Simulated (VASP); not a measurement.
Write the native input for VASP 6.6.1 that does the following.

```
Task                   : single point
Functional             : PBE
Potentials or basis    : VASP PAW PBE potentials, release 64 (H, Mo_sv)
Cutoff                 : 520 eV
k mesh                 : 6 × 6 × 4
Occupations            : gaussian, width 0.1 eV
Spin                   : no spin polarisation
Dipole correction      : no
Further INCAR settings : ALGO = Normal; EDIFF = 1e-06; NBANDS = 21
```

The structure of MoH8 lies in POSCAR:

```
MoH8
1.0
    3.4217334100      0.0000000000      0.0000000000
   -1.7108667000      2.9633080500      0.0000000000
    0.0000000000      0.0000000000      6.7163701200
H Mo
8 1
Direct
    0.0000000000      0.0000000000      0.2927534800
    0.0000000000      0.0000000000      0.7072465200
    0.5000000000      0.0000000000      0.7904067500
    0.0000000000      0.5000000000      0.7904067500
    0.5000000000      0.5000000000      0.7904067500
    0.5000000000      0.0000000000      0.2095932500
    0.0000000000      0.5000000000      0.2095932500
    0.5000000000      0.5000000000      0.2095932500
    0.0000000000      0.0000000000      0.5000000000
```

These files were run (other wordings do the same):

INCAR

```
SYSTEM = MoH8
PREC = Accurate ; ENCUT = 520
EDIFF = 1E-6 ; ISMEAR = 0
SIGMA = 0.1 ; LREAL = .False.
LASPH = .True. ; NELM = 100
ALGO = Normal ; ISIF = 2
LWAVE = .False. ; LCHARG = .False.
GGA = PE ; NBANDS = 21
```

KPOINTS

```
Automatic mesh
0
Gamma
  6 6 4
  0 0 0
```

Potentials or basis: VASP PAW PBE potentials, release 64 (H, Mo_sv).

The run is started by

```console
$ cat potpaw_PBE.64/H/POTCAR potpaw_PBE.64/Mo_sv/POTCAR > POTCAR
$ mpirun -np 1 vasp_std > vasp.out
```

Results of the run:

The pressure is -3.3 GPa, the largest force is 8.925 eV/Å and the band gap on the k mesh is zero (band 11 reaches 2.44 eV, above the bottom of band 12 at 1.83 eV).

Caveat: forces of over 1 eV/Å act on the atoms, so gaps and moduli don't describe the material at rest.

It took 17 s on 1 thread of Intel(R) Xeon(R) 6975P-C (Granite Rapids), on a shared host, peak memory 0.18 GiB.
